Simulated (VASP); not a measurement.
# Sc (P4/nmm) in VASP: single point with PBEsol

Aim: the single point of Sc with PBEsol.

Everything below comes from runs of VASP 6.6.1. Logs are shortened: lines on timing, memory, paths and dates and some standing lists are left out, and cuts for length are marked.

### 1 The cell of the first run

The structure is tetragonal, space group P4/nmm (No. 129). Conventional cell: a = 5.188 Å, b = 5.188 Å, c = 3.493 Å, α = 90.00°, β = 90.00°, γ = 90.00°. Sc (site symmetry -4m2) has 14 Sc at 3.11 to 3.67 Å within 4.1 Å. Sc (site symmetry 4mm) has 14 Sc at 3.11 to 3.67 Å within 4.1 Å.

### 2 Single point, PBEsol (strained)

INCAR

```
SYSTEM = Sc
ALGO     = Normal         ! electronic algorithm
EDIFF    = 1E-6           ! SCF threshold, eV
ENCUT    = 520            ! plane-wave cutoff, eV
GGA      = PS             ! functional
ISIF     = 2              ! what is computed and relaxed
ISMEAR   = 0              ! smearing method
LASPH    = .True.         ! aspherical terms in the spheres
LCHARG   = .True.         ! write CHGCAR
LELF     = .True.         ! ELF
LREAL    = .False.        ! projectors in reciprocal space
LVHAR    = .True.       
LWAVE    = .False.        ! write WAVECAR
NBANDS   = 30             ! bands
NELM     = 100            ! most SCF steps
PREC     = Accurate       ! precision mode
SIGMA    = 0.1            ! smearing width, eV
```

KPOINTS

```
k-points
0
Gamma
  8 8 12
  0 0 0
```

POSCAR

```
Sc
1.0
    5.1883079433      0.0000000000      0.0000000000
    0.0000000000      5.1883079433      0.0000000000
    0.0000000000      0.0000000000      3.4928487567
Sc
4
Direct
    0.5000000000      0.5000000000      0.0000000000
    0.0000000000      0.0000000000      0.0000000000
    0.5000000000      0.0000000000      0.4914957684
    0.0000000000      0.5000000000      0.5085042316
```

Potentials or basis: VASP PAW PBE potentials, release 64 (Sc_sv).

Launch:

```sh
> cat potpaw_PBE.64/Sc_sv/POTCAR > POTCAR
> mpirun -np 1 vasp_std > vasp.out
```

OUTCAR:

```text
SYSTEM = Sc
   EDIFF = 1E-6
   ENCUT = 520
   GGA = PS
   ISIF = 2
   ISMEAR = 0
   LASPH = .True.
   LREAL = .False.
   NELM = 100
   PREC = Accurate

 ion  position               nearest neighbor table
   1  0.500  0.500  0.000-   3 3.11   4 3.11   3 3.11   4 3.11   4 3.14   3 3.14   4 3.14   3 3.14

   2  0.000  0.000  0.000-   3 3.11   4 3.11   4 3.11   3 3.11   4 3.14   4 3.14   3 3.14   3 3.14

   3  0.500  0.000  0.491-   1 3.11   2 3.11   1 3.11   2 3.11   1 3.14   1 3.14   2 3.14   2 3.14

   4  0.000  0.500  0.509-   1 3.11   2 3.11   2 3.11   1 3.11   1 3.14   2 3.14   2 3.14   1 3.14

  LATTYP: Found a simple tetragonal cell.
 ALAT       =     5.1883079433
 C/A-ratio  =     0.6732153902

  Lattice vectors:

 A1 = (   5.1883079433,   0.0000000000,   0.0000000000)
 A2 = (   0.0000000000,   5.1883079433,   0.0000000000)
 A3 = (   0.0000000000,   0.0000000000,   3.4928487567)

Analysis of symmetry for initial positions (statically):
=====================================================================
 Subroutine PRICEL returns:
 Original cell was already a primitive cell.

 Routine SETGRP: Setting up the symmetry group for a
 simple tetragonal supercell.

 Subroutine GETGRP returns: Found 16 space group operations
 (whereof  8 operations were pure point group operations)
 out of a pool of 16 trial point group operations.

The static configuration has the point symmetry D_2d.
 The point group associated with its full space group is D_4h.

Analysis of symmetry for dynamics (positions and initial velocities):
=====================================================================
 Subroutine PRICEL returns:
 Original cell was already a primitive cell.

 Routine SETGRP: Setting up the symmetry group for a
 simple tetragonal supercell.

 Subroutine GETGRP returns: Found 16 space group operations
 (whereof  8 operations were pure point group operations)
 out of a pool of 16 trial point group operations.

The dynamic configuration has the point symmetry D_2d.
 The point group associated with its full space group is D_4h.

 Subroutine INISYM returns: Found 16 space group operations
 (whereof  8 operations are pure point group operations),
 and found     1 'primitive' translations

----------------------------------------------------------------------------------------

                                     Primitive cell

  volume of cell :      94.0224

  direct lattice vectors                    reciprocal lattice vectors
     5.188307943  0.000000000  0.000000000     0.192741065  0.000000000  0.000000000
     0.000000000  5.188307943  0.000000000     0.000000000  0.192741065  0.000000000
     0.000000000  0.000000000  3.492848757     0.000000000  0.000000000  0.286299256

  length of vectors
     5.188307943  5.188307943  3.492848757     0.192741065  0.192741065  0.286299256

  position of ions in fractional coordinates (direct lattice)
     0.500000000  0.500000000  0.000000000
     0.000000000  0.000000000  0.000000000
     0.500000000  0.000000000  0.491495768
     0.000000000  0.500000000  0.508504232

  ion indices of the primitive-cell ions
   primitive index   ion index
                 1           1
                 2           2
                 3           3
                 4           4

----------------------------------------------------------------------------------------

 KPOINTS: k-points

Automatic generation of k-mesh.
 Grid dimensions read from file:
 generate k-points for:    8    8   12

 Generating k-lattice:

  Cartesian coordinates                     Fractional coordinates (reciprocal lattice)
     0.024092633  0.000000000  0.000000000     0.125000000  0.000000000  0.000000000
     0.000000000  0.024092633  0.000000000     0.000000000  0.125000000  0.000000000
     0.000000000  0.000000000  0.023858271     0.000000000  0.000000000  0.083333333

  Length of vectors
     0.024092633  0.024092633  0.023858271

  Shift w.r.t. Gamma in fractional coordinates (k-lattice)
     0.000000000  0.000000000  0.000000000

 Subroutine IBZKPT returns following result:
 ===========================================

 Found    105 irreducible k-points:

 Following reciprocal coordinates:
            Coordinates               Weight
  0.000000  0.000000  0.000000      1.000000
  0.125000  0.000000  0.000000      4.000000
  0.250000  0.000000  0.000000      4.000000
  0.375000  0.000000  0.000000      4.000000
  0.500000  0.000000  0.000000      2.000000
  0.125000  0.125000  0.000000      4.000000
[... 16 lines left out ...]
  0.375000  0.125000  0.083333     16.000000
  0.500000  0.125000  0.083333      8.000000
 [... further k-points ...]
   k-points           NKPTS =    105   k-points in BZ     NKDIM =    105   number of bands    NBANDS=     30
   number of dos      NEDOS =    301   number of ions     NIONS =      4
   total plane-waves  NPLWV =  44800
   dimension x,y,z NGX =    40 NGY =   40 NGZ =   28
   dimension x,y,z NGXF=    80 NGYF=   80 NGZF=   56
   ions per type =               4
   NGX,Y,Z   is equivalent  to a cutoff of  12.82, 12.82, 13.33 a.u.
   NGXF,Y,Z  is equivalent  to a cutoff of  25.63, 25.63, 26.65 a.u.
 SYSTEM =  Sc
   PREC   = accura    normal or accurate (medium, high low for compatibility)
   ISTART =      0    job   : 0-new  1-cont  2-samecut
   ICHARG =      2    charge: 1-file 2-atom 10-const
   ISPIN  =      1    spin polarized calculation?
   LNONCOLLINEAR =      F non collinear calculations
   LSORBIT =      F    spin-orbit coupling
   LASPH  =      T    aspherical Exc in radial PAW
   ENCUT  =  520.0 eV  38.22 Ry    6.18 a.u.   9.65  9.65  6.49*2*pi/ulx,y,z
   NELM   =    100;   NELMIN=  2; NELMDL= -5     # of ELM steps
   EDIFF  = 0.1E-05   stopping-criterion for ELM
   LREAL  =      F    real-space projection
[... 7 lines left out ...]
   TEBEG  =    0.0;   TEEND  =   0.0 temperature during run
   PSTRESS=    0.0 pullay stress
   NELECT =      44.0000    total number of electrons
   NUPDOWN=      -1.0000    fix difference up-down
   EMIN   =  10.00;   EMAX   =-10.00  energy-range for DOS
   EFERMI =   0.00;   METHOD = LEGACY
   ISMEAR =     0;   SIGMA  =   0.10  broadening in eV -4-tet -1-fermi 0-gaus
   EFERMI_NEDOS =   21; number of points for ismear=-14 and -15
   IALGO  =     38    algorithm
   IMIX   =      4    mixing-type and parameters
     AMIX     =   0.40;   BMIX     =  1.00
     AMIX_MAG =   1.60;   BMIX_MAG =  1.00
  volume/ion in A,a.u.               =      23.51       158.62
  Fermi-wavevector in a.u.,A,eV,Ry     =   1.271009  2.401859 21.979721  1.615464
  Thomas-Fermi vector in A             =   2.403965
   LORBIT       =      0    0 simple, 1 ext, 2 COOP (PROOUT), +10 PAW based schemes
   GGA     = PS    functional components
   LHFCALC =     F    Hartree Fock is set to
   AEXX    =    0.0000 exact exchange contribution
   IVDW    =     0    specifies the selected vdW correction
   LEPSILON=     F    determine dielectric tensor
   LRPA    =     F    only Hartree local field effects (RPA)
 non-spin polarized calculation
 Gauss-broadening in eV      SIGMA  =   0.10
  energy-cutoff  :      520.00
  volume of cell :       94.02
 maximum number of plane-waves:      2573
 NGX is ok and might be reduce to    40
   NGX = 19   NGY = 19   NGZ = 13

 number of electron      43.9999984 magnetization

 Free energy of the ion-electron system (eV)
  ---------------------------------------------------
  ext. energy  EPLUGINS =         0.00000000
  ---------------------------------------------------
  free energy    TOTEN  =       -25.99263434 eV

  energy without entropy =      -25.94091420  energy(sigma->0) =      -25.96677427

 E-fermi :   3.9732     XC(G=0): -10.1891

 val. band max:        3.9725151910   @ k =   0.3750   0.2500   0.5000
 cond. band min:       3.9773801536   @ k =   0.3750   0.2500   0.5000
 fundamental gap:      0.0048649625
 Fermi energy:         3.9732490487

 k-point     1 :       0.0000    0.0000    0.0000
  band No.  band energies     occupation
      1     -45.2767      2.00000
      2     -45.2001      2.00000
      3     -45.1995      2.00000
      4     -45.1412      2.00000
      5     -24.2163      2.00000
      6     -24.2163      2.00000
[... 22 lines left out ...]
     29       6.7161      0.00000
     30       6.7624      0.00000

 k-point     2 :       0.1250    0.0000    0.0000
  band No.  band energies     occupation
      1     -45.2738      2.00000
      2     -45.2028      2.00000
      3     -45.1976      2.00000
      4     -45.1434      2.00000
      5     -24.2113      2.00000
      6     -24.1990      2.00000
[... 22 lines left out ...]
     29       6.5958      0.00000
     30       6.7226      0.00000

 k-point     3 :       0.2500    0.0000    0.0000
  band No.  band energies     occupation
      1     -45.2655      2.00000
      2     -45.2111      2.00000
      3     -45.1912      2.00000
      4     -45.1498      2.00000
      5     -24.1971      2.00000
      6     -24.1494      2.00000
[... 22 lines left out ...]
     29       6.2756      0.00000
     30       6.5847      0.00000

 k-point     4 :       0.3750    0.0000    0.0000
  band No.  band energies     occupation
      1     -45.2531      2.00000
      2     -45.2237      2.00000
      3     -45.1818      2.00000
      4     -45.1593      2.00000
      5     -24.1757      2.00000
      6     -24.1249      2.00000
[... 22 lines left out ...]
     29       6.2835      0.00000
     30       6.3180      0.00000

 k-point     5 :       0.5000    0.0000    0.0000
  band No.  band energies     occupation
      1     -45.2384      2.00000
      2     -45.2384      2.00000
      3     -45.1706      2.00000
      4     -45.1706      2.00000
      5     -24.1503      2.00000
      6     -24.1503      2.00000
[... 22 lines left out ...]
     29       5.9647      0.00000
     30       5.9647      0.00000
[... 526 lines left out ...]
     29       6.6423      0.00000
     30       6.6502      0.00000

 k-point    22 :       0.2500    0.1250    0.0833
  band No.  band energies     occupation
      1     -45.2603      2.00000
      2     -45.2080      2.00000
      3     -45.1937      2.00000
      4     -45.1534      2.00000
      5     -24.1738      2.00000
      6     -24.1419      2.00000
[... 22 lines left out ...]
     29       6.3915      0.00000
     30       6.5193      0.00000

 k-point    23 :       0.3750    0.1250    0.0833
  band No.  band energies     occupation
      1     -45.2483      2.00000
      2     -45.2200      2.00000
      3     -45.1845      2.00000
      4     -45.1627      2.00000
      5     -24.1542      2.00000
      6     -24.1087      2.00000
[... 22 lines left out ...]
     29       6.2669      0.00000
     30       6.3379      0.00000

 k-point    24 :       0.5000    0.1250    0.0833
  band No.  band energies     occupation
      1     -45.2342      2.00000
      2     -45.2342      2.00000
      3     -45.1736      2.00000
      4     -45.1736      2.00000
      5     -24.1311      2.00000
      6     -24.1311      2.00000
[... 22 lines left out ...]
     29       6.3900      0.00000
     30       6.4127      0.00000

 [... further k-points ...]
[... 5 lines left out ...]
  --------------------------------------------------------------------------------------
  -------------------------------------------------------------------------------------
  Total        0.4911582      0.4911582      0.5132404      0.0000000      0.0000000      0.0000000
  in kB        8.3695229      8.3695229      8.7458120      0.0000000      0.0000000      0.0000000
  external PRESSURE =       8.4949526 kB  Pullay stress =       0.0000000 kB

 VOLUME and BASIS-vectors are now :
 -----------------------------------------------------------------------------
  energy-cutoff  :      520.00
  volume of cell :       94.02
      direct lattice vectors                 reciprocal lattice vectors
     5.188307943  0.000000000  0.000000000     0.192741065  0.000000000  0.000000000
     0.000000000  5.188307943  0.000000000     0.000000000  0.192741065  0.000000000
     0.000000000  0.000000000  3.492848757     0.000000000  0.000000000  0.286299256

 POSITION                                       TOTAL-FORCE (eV/Angst)
 -----------------------------------------------------------------------------------
      2.59415      2.59415      0.00000         0.000000      0.000000     -0.000000
      0.00000      0.00000      0.00000        -0.000000      0.000000     -0.000000
      2.59415      0.00000      1.71672         0.000000      0.000000      0.065818
      0.00000      2.59415      1.77613         0.000000      0.000000     -0.065818
 -----------------------------------------------------------------------------------
    total drift:                                0.000000      0.000000     -0.000000

  FREE ENERGIE OF THE ION-ELECTRON SYSTEM (eV)
  ---------------------------------------------------
  free  energy   TOTEN  =       -25.9926343387 eV

  energy  without entropy=      -25.9409142009  energy(sigma->0) =      -25.96677427
```

Wall time 2.6 min (1 thread of AMD EPYC 9R45 (Zen 5), shared host); peak memory 0.31 GiB.

What came out:

| Property | Result |
| --- | --- |
| Free energy | -25.9926 eV |
| Pressure | 0.8 GPa |
| Largest force | 0.066 eV/Å |
| Band gap on the k mesh | zero (bands 22 and 23 overlap by 0.73 eV) |

Forces in eV/Å, atoms in the order of the input:
```
Sc   0.000  0.000  0.000
Sc   0.000  0.000  0.000
Sc   0.000  0.000  0.066
Sc   0.000  0.000 -0.066
```

Levels at points of the mesh, in eV from the Fermi level:
```tsv
k point	band 18	band 19	band 20	band 21	band 22	band 23	band 24	band 25	band 26	band 27
(0.00, 0.00, 0.00)	-1.90	-1.90	-1.38	-1.26	0.39	0.39	0.52	0.52	1.29	1.62
(0.50, 0.00, 0.00)	-3.80	-0.99	-0.99	-0.71	-0.71	0.76	0.76	1.03	1.03	1.79
(0.50, 0.50, 0.00)	-2.55	-2.55	-2.55	0.51	0.51	0.51	0.51	1.55	1.55	1.56
(0.00, 0.00, 0.50)	-2.31	-0.28	-0.28	-0.28	-0.28	-0.14	-0.14	0.63	0.63	1.51
(0.50, 0.00, 0.50)	-1.48	-1.45	-1.45	-0.17	-0.17	-0.09	-0.09	0.34	0.34	0.34
(0.50, 0.50, 0.50)	-1.85	-1.85	-1.85	0.13	0.13	0.13	0.13	0.66	0.66	0.66
```

Caveat: the cell differs from its parent crystal (strained); the PAW data sets were made with another functional, which shifts forces and pressure a little.
